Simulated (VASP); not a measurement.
A run of VASP 6.6.1 is set up as follows.

File POSCAR:

```
Ta2Si
1.0
   -3.1303753497      3.1303753497      2.5247022099
    3.1303753497     -3.1303753497      2.5247022099
    3.1303753497      3.1303753497     -2.5247022099
Ta Si
4 2
Direct
    0.6635845215      0.8364154785      0.5000000000
    0.8364154785      0.3364154785      0.1728309569
    0.3364154785      0.1635845215      0.5000000000
    0.1635845215      0.6635845215      0.8271690431
    0.2500000000      0.2500000000      0.0000000000
    0.7500000000      0.7500000000      0.0000000000
```

The input INCAR.step1:

```
SYSTEM = Ta2Si
PREC     = Accurate       ! precision mode
ENCUT    = 520            ! plane-wave cutoff, eV
ISMEAR   = 0              ! smearing method
SIGMA    = 0.15           ! smearing width, eV
LREAL    = .False.        ! projectors in reciprocal space
LASPH    = .True.         ! aspherical terms in the spheres
NELM     = 100            ! most SCF steps
NBANDS   = 35             ! bands
GGA      = PE             ! functional
ALGO     = Normal         ! electronic algorithm
EDIFF    = 1E-4           ! SCF threshold, eV
LWAVE    = .True.         ! write WAVECAR
LCHARG   = .False.        ! write CHGCAR
```

The input INCAR.step2:

```
SYSTEM = Ta2Si
PREC     = Accurate       ! precision mode
ENCUT    = 520            ! plane-wave cutoff, eV
EDIFF    = 1E-7           ! SCF threshold, eV
ISMEAR   = 0              ! smearing method
SIGMA    = 0.15           ! smearing width, eV
LREAL    = .False.        ! projectors in reciprocal space
LASPH    = .True.         ! aspherical terms in the spheres
NELM     = 100            ! most SCF steps
ALGO     = Normal         ! electronic algorithm
ISIF     = 2              ! what is computed and relaxed
LWAVE    = .False.        ! write WAVECAR
LCHARG   = .True.         ! write CHGCAR
METAGGA  = R2SCAN         ! meta-GGA
LMIXTAU  = .True.       
LELF     = .True.         ! ELF
LVHAR    = .True.       
NBANDS   = 35             ! bands
ISTART   = 1
```

The input KPOINTS:

```
regular mesh
0
Gamma
  12 12 12
  0 0 0
```

Potentials or basis: VASP PAW PBE potentials, release 64 (Ta_pv, Si).

Run with:

```console
$ cat potpaw_PBE.64/Ta_pv/POTCAR potpaw_PBE.64/Si/POTCAR > POTCAR
$ cp INCAR.step1 INCAR
$ mpirun -np 1 vasp_std > vasp.out
$ cp INCAR.step2 INCAR
$ mpirun -np 1 vasp_std > vasp.out
```

(1) What does it give for the pressure?

(2) Estimate the largest force.

(3) Estimate the band gap on the k mesh.

Answers

(1) -6.1 GPa.

(2) 0.052 eV/Å.

(3) zero (bands 26 and 27 overlap by 0.87 eV).

Caveat: the cell differs from its parent crystal (strain +0.0150 x Voigt [1, 1, 0, 0, 0, 0]); the cell stands under tension; the PAW data sets were made with another functional, which shifts forces and pressure a little; spin-orbit coupling is left out, which moves the levels of the heavy elements.
